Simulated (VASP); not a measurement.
A run of VASP 6.6.1:

INCAR

```
PREC = Accurate
ENCUT = 600
EDIFF = 1E-6
ISMEAR = -1
SIGMA = 0.08
LREAL = False
LASPH = True
NELM = 80
ALGO = Normal
ISIF = 3
LWAVE = False
LCHARG = False
GGA = PE
IBRION = 2
NSW = 60
EDIFFG = -0.005
PSTRESS = 5400.0
```

The input KPOINTS:

```
Automatic mesh
0
Gamma
  19 19 10
```

File POSCAR:

```
Re
1.0
    2.3412260577      0.0000000000      0.0000000000
   -1.1706130288      2.0275612420      0.0000000000
    0.0000000000      0.0000000000      3.7927862135
Re
2
Direct
    0.3333333333      0.6666666667      0.2500000000
    0.6666666667      0.3333333333      0.7500000000
```

Potentials or basis: VASP PAW PBE potentials, release 64 (Re).

Command:

```sh
$ cat potpaw_PBE.64/Re/POTCAR > POTCAR
$ mpirun -np 1 vasp_std > vasp.out
```

Hardware: 1 thread of Intel(R) Xeon(R) 6975P-C (Granite Rapids) (shared host).

Problem. Estimate the wall time of this run.

Solution. It took 110 s on 1 thread of Intel(R) Xeon(R) 6975P-C (Granite Rapids) (shared host), peak memory 0.19 GiB. Counts: scf iterations 42, k points 240, ion steps 7.
